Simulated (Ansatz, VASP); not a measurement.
# Two plane-wave programs on Hf

```
Hf
1.0
    -1.81100    1.81100    1.81100
     1.81100   -1.81100    1.81100
     1.81100    1.81100   -1.81100
Hf
1
Direct
  0.00000 0.00000 0.00000
```

Change from the starting cell: volume scaled by 1.01, PAW files.

Alike in both runs: task electric field gradients; functional PBEsol; k mesh 16 × 16 × 16; occupations fermi-dirac, width 0.08 eV; no spin polarisation.

|  | VASP | Ansatz |
| --- | --- | --- |
| version | VASP 6.6.1 | Ansatz 0.2.0 |
| potentials or method | VASP PAW PBE potentials, release 64 (Hf_pv) | PAW with Ansatz's default frozen-core files, scalar-relativistic |
| plane-wave cutoff (eV) | 520 | 420 |
| valence electrons in the cell | 10 | 26 |

Ansatz gave:

| Quantity | Value |
| --- | --- |
| pressure (GPa) | -9.6 |

**Question.** Estimate VASP's values.

**Answer.** Pressure (GPa): -9.9.

VASP's potentials were made for PBE, not for PBEsol. VASP's potentials hold 10 valence electrons a cell and Ansatz's 26, so a difference there can come from the potentials and not from the codes.

Neither program's run includes spin-orbit coupling.
